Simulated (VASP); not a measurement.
Here is a VASP 6.6.1 calculation.

File INCAR:

```
ALGO = Normal
EDIFF = 1E-6
ENCUT = 520
GGA = PE
ISIF = 2
ISMEAR = 0
ISPIN = 2
IVDW = 12
LASPH = True
LCHARG = False
LORBIT = 11
LREAL = Auto
LWAVE = False
MAGMOM = 0 0 0 0 0 0 0 0 0 0 0 0 0 0 0 0 0
NBANDS = 52
NELM = 150
PREC = Accurate
SIGMA = 0.05
```

KPOINTS

```
k-points
0
Gamma
  2 2 2
```

POSCAR

```
AlSi16
1.0
    0.0000000000      5.4300000000      5.4300000000
    5.4300000000      0.0000000000      5.4300000000
    5.4300000000      5.4300000000      0.0000000000
Si Al
16 1
Direct
    0.0193369245      0.0009291897     -0.0099129834
    0.1245448435      0.1355614180      0.1248472376
   -0.0108061694      0.0138472376      0.4993606814
    0.1259208103      0.1355302026      0.6150699816
   -0.0108360958      0.5100865562      0.0030779006
    0.1257441068      0.6260032228      0.1247866483
   -0.0099484346      0.5096139963      0.4989510129
    0.0951427256      0.6426281768      0.6318246777
    0.5029751381      0.0168068140      0.0063559853
    0.6552377532      0.1217970534      0.1103031308
    0.5040981584      0.0189725599      0.4715510129
    0.6148666667      0.1455178637      0.6202955801
    0.5039406998      0.4830672192      0.0080526703
    0.6148703499      0.6311992634      0.1345480663
    0.4664133517      0.5187039595      0.5077093002
    0.6154599448      0.6308214549      0.6199632597
    0.4144383978      0.8685372928      0.8567796501
```

Potentials or basis: VASP PAW PBE potentials, release 64 (Si, Al).

Launch:

```bash
$ cat potpaw_PBE.64/Si/POTCAR potpaw_PBE.64/Al/POTCAR > POTCAR
$ mpirun -np 1 vasp_std > vasp.out
```

Q: What does it give for the pressure?

A: 2.3 GPa.

Q: Estimate the largest force.

A: 0.280 eV/Å.

Q: What does it give for the dispersion energy per atom?

A: -0.330 eV.

Q: Estimate the net moment.

A: 0.00 μB per cell.

Forces in eV/Å, atoms in the order of the input:
```
Si   0.063 -0.074 -0.069
Si  -0.015 -0.005 -0.002
Si  -0.044  0.033  0.001
Si   0.010  0.017 -0.013
Si  -0.041  0.002  0.032
Si   0.006 -0.013  0.013
Si   0.003  0.034  0.036
Si  -0.072  0.078  0.078
Si  -0.038 -0.022 -0.012
Si   0.063 -0.060 -0.059
Si  -0.002  0.053 -0.033
Si  -0.040  0.038 -0.018
Si  -0.006 -0.035  0.047
Si  -0.038 -0.015  0.039
Si  -0.068  0.073  0.072
Si   0.029  0.037  0.039
Al   0.189 -0.142 -0.151
```

Caveat: the k points lie up to 0.50 Å⁻¹ apart.
